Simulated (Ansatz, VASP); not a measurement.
One calculation of Ca3H2, two programs

Contents of INCAR:

```
  PREC = Accurate
  ENCUT = 520
  EDIFF = 1E-6
  ISMEAR = 0
  SIGMA = 0.1
  LREAL = False
  LASPH = True
  NELM = 80
  ALGO = Normal
  ISIF = 2
  LWAVE = False
  LCHARG = False
  GGA = PE
  NBANDS = 24
```

Contents of KPOINTS:

```
regular mesh
0
Gamma
  6 6 4
```

File POSCAR:

```
Ca3H2
1.0
    4.7427338300      0.0000000000      0.0000000000
   -2.3713669200      4.1073279800      0.0000000000
    0.0000000000      0.0000000000      4.6840667800
Ca H
3 2
Direct
    0.3425827100      0.0000000000      0.5000000000
    0.0000000000      0.3425827100      0.5000000000
    0.6574172900      0.6574172900      0.5000000000
    0.3333333300      0.6666666700      0.0000000000
    0.6666666700      0.3333333300      0.0000000000
```

Input for Ansatz:

```yaml
crystal:
  lattice:
    - [4.74273383, 0.0, 0.0]
    - [-2.37136692, 4.10732798, 0.0]
    - [0.0, 0.0, 4.68406678]
  atoms:
    - { symbol: Ca, position: [0.34258271, 0.0, 0.5] }
    - { symbol: Ca, position: [0.0, 0.34258271, 0.5] }
    - { symbol: Ca, position: [0.65741729, 0.65741729, 0.5] }
    - { symbol: H, position: [0.33333333, 0.66666667, 0.0] }
    - { symbol: H, position: [0.66666667, 0.33333333, 0.0] }
basis:
  ecutwfc: 420
kpoints:
  mp_grid: { grid: [6, 6, 4] }
hamiltonian:
  xc: pbe
scf:
  occupations: { method: gaussian, width: 0.1 }
  lower_state_search: "off"
output:
  forces: true
  stress: true
  eigenvalues: true
```

Alike in both runs: task single point; functional PBE; k mesh 6 × 6 × 4; occupations gaussian, width 0.1 eV; no spin polarisation.

```csv
,VASP,Ansatz
version,VASP 6.6.1,Ansatz 0.2.0
potentials or method,"VASP PAW PBE potentials, release 64 (Ca_sv, H), cutoff 520 eV","scalar-relativistic, plane waves, PAW"
valence electrons in the cell,32,32
```

|  | VASP | Ansatz | Ansatz less VASP |
| --- | --- | --- | --- |
| gap on the k mesh at the Fermi level (eV) | none | none | - |
| pressure (GPa) | 15.1 | 14.9 | -0.20 |
| traceless stress, the component that is largest in VASP (GPa) | -37.00 | -36.78 | +0.212 |
| rms of the force components (eV/Å) | 0.109 | 0.117 | +0.0083 |

Atom by atom the forces differ by 0.008 eV/Å (rms over components). A gap of «none» marks a metal or a gap that the smearing closes. With one functional, cell and mesh, what is left measures potentials, basis and numerics.
